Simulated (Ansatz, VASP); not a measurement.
**Two plane-wave programs on TaN**

```
Ta N
1.0
     2.93800    0.00000    0.00000
    -1.46900    2.54438    0.00000
     0.00000    0.00000    2.88300
Ta N
1 1
Direct
  0.33333 0.66667 0.50000
  0.00000 0.00000 0.01301
```

Change from the starting cell: all N atoms moved +0.037 Å, as atom 2 along Cartesian [0 0 1].

Alike in both runs: task single point; functional r2SCAN; k mesh 18 × 18 × 16; occupations gaussian, width 0.15 eV; no spin polarisation.

|  | VASP | Ansatz |
| --- | --- | --- |
| version | VASP 6.6.1 | Ansatz 0.2.0 |
| potentials or method | VASP PAW PBE potentials, release 64 (Ta_pv, N), cutoff 520 eV | scalar-relativistic, plane waves, PAW |
| valence electrons in the cell | 16 | 18 |

```tsv
	VASP	Ansatz	Ansatz less VASP
gap on the k mesh at the Fermi level (eV)	none	none	-
pressure (GPa)	1.7	0.1	-1.62
traceless stress, the component that is largest in VASP (GPa)	0.76	0.60	-0.160
rms of the force components (eV/Å)	0.311	0.312	+0.0008
```

VASP's potentials were made for PBE, not for r2SCAN. Atom by atom the forces differ by 0.001 eV/Å (rms over components). A gap of «none» marks a metal or a gap that the smearing closes. VASP's potentials hold 16 valence electrons a cell and Ansatz's 18, so a difference there can come from the potentials and not from the codes.

Spin-orbit coupling is off throughout.
